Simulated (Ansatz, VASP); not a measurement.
Ti in VASP and in Ansatz

INCAR

```
  PREC = Accurate
  ENCUT = 520
  EDIFF = 1E-7
  ISMEAR = 0
  SIGMA = 0.15
  LREAL = F
  LASPH = T
  NELM = 100
  ALGO = Fast
  ISIF = 2
  LWAVE = F
  LCHARG = F
  GGA = PS
  NBANDS = 12
```

File KPOINTS:

```
regular mesh
0
Gamma
  20 20 20
```

POSCAR

```
Ti
1.0
    0.0000000000      1.9285000000      1.9792500000
    1.9285000000      0.0000000000      1.9792500000
    1.9285000000      1.9285000000      0.0000000000
Ti
1
Direct
    0.0000000000      0.0000000000      0.0000000000
```

Input for Ansatz:

```yaml
crystal:
  lattice:
    - [0.0, 1.9285, 1.97925]
    - [1.9285, 0.0, 1.97925]
    - [1.9285, 1.9285, 0.0]
  atoms:
    - { symbol: Ti, position: [0.0, 0.0, 0.0] }
basis:
  ecutwfc: 420
kpoints:
  mp_grid: { grid: [20, 20, 20] }
hamiltonian:
  xc: pbesol
scf:
  occupations: { method: gaussian, width: 0.15 }
output:
  forces: true
  stress: true
  eigenvalues: true
```

Change from the starting cell: strain -0.050 along x and y, -0.025 along z, atoms carried along.

Alike in both runs: task single point; functional PBEsol; k mesh 20 × 20 × 20; occupations gaussian, width 0.15 eV; no spin polarisation.

|  | VASP | Ansatz |
| --- | --- | --- |
| version | VASP 6.6.1 | Ansatz 0.2.0 |
| potentials or method | VASP PAW PBE potentials, release 64 (Ti_sv), cutoff 520 eV | scalar-relativistic, plane waves, PAW |
| valence electrons in the cell | 12 | 12 |

|  | VASP | Ansatz | Ansatz less VASP |
| --- | --- | --- | --- |
| gap on the k mesh at the Fermi level (eV) | none | none | - |
| pressure (GPa) | 17.1 | 17.7 | +0.55 |
| traceless stress, the component that is largest in VASP (GPa) | -0.64 | -0.63 | +0.015 |

VASP's potentials were made for PBE, not for PBEsol. A gap of «none» marks a metal or a gap that the smearing closes. The functional is the same, so the differences come from potentials, cutoffs and numerics.
